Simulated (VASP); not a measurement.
A run of VASP 6.6.1:

Contents of INCAR:

```
SYSTEM = AlNi3
PREC = Accurate
ENCUT = 520
EDIFF = 1E-6
ISMEAR = 0
SIGMA = 0.012
LREAL = .FALSE.
LASPH = .TRUE.
NELM = 150
ALGO = Normal
ISIF = 2
LWAVE = .FALSE.
LCHARG = .FALSE.
ISPIN = 2
MAGMOM = 1 1 1 0
LORBIT = 11
LMAXMIX = 4
GGA = PE
NBANDS = 28
```

Contents of KPOINTS:

```
Automatic mesh
0
G
  8 8 8
  0 0 0
```

POSCAR

```
AlNi3
1.0
    3.5230547267      0.0000000000      0.0000000000
    0.0000000000      3.5230547267      0.0000000000
    0.0000000000      0.0000000000      3.5230547267
Ni Al
3 1
Direct
    0.5000000000      0.5000000000      0.0000000000
    0.5000000000      0.0000000000      0.5000000000
    0.0000000000      0.5000000000      0.5000000000
    0.0000000000      0.0000000000      0.0000000000
```

Potentials or basis: VASP PAW PBE potentials, release 64 (Ni, Al).

Run with:

```sh
$ cat potpaw_PBE.64/Ni/POTCAR potpaw_PBE.64/Al/POTCAR > POTCAR
$ mpirun -np 1 vasp_std > vasp.out
```

Hardware: 1 thread of AMD EPYC 9R45 96-Core Processor (Zen 5), with other jobs on the host.

Problem. How long does it take, and how much memory?

Solution. Wall time 51 s on 1 thread of AMD EPYC 9R45 96-Core Processor (Zen 5), with other jobs on the host, peak memory 0.18 GiB. Counts: scf iterations 15, k points 35.
